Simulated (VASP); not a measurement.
Here is a VASP 6.6.1 calculation.

INCAR

```
PREC = Accurate
ENCUT = 520
EDIFF = 1E-6
ISMEAR = 0
SIGMA = 0.02
LREAL = False
LASPH = True
NELM = 100
ALGO = Normal
ISIF = 2
LWAVE = False
LCHARG = True
GGA = PE
LELF = True
LVHAR = True
NBANDS = 30
```

KPOINTS

```
regular mesh
0
Gamma
  6 6 2
```

POSCAR

```
LiCl
1.0
    3.5473447542      0.0000000000      0.0000000000
   -1.7736723771      3.0720906732      0.0000000000
    0.0000000000      0.0000000000     11.7752919551
Li Cl
4 4
Direct
    0.3333333333      0.6666666667      0.8767234304
    0.6666666667      0.3333333333      0.1232765696
    0.6666666667      0.3333333333      0.3767234304
    0.3333333333      0.6666666667      0.6232765696
    0.6666666667      0.3333333333      0.7500000000
    0.0000000000      0.0000000000      0.0000000000
    0.3333333333      0.6666666667      0.2500000000
    0.0000000000      0.0000000000      0.5000000000
```

Potentials or basis: VASP PAW PBE potentials, release 64 (Li_sv, Cl).

Run with:

```bash
$ cat potpaw_PBE.64/Li_sv/POTCAR potpaw_PBE.64/Cl/POTCAR > POTCAR
$ mpirun -np 1 vasp_std > vasp.out
```

(1) Estimate the largest force.

(2) What does it give for the band gap on the k mesh?

## Answers

(1) 0.006 eV/Å.

(2) 6.59 eV, direct.
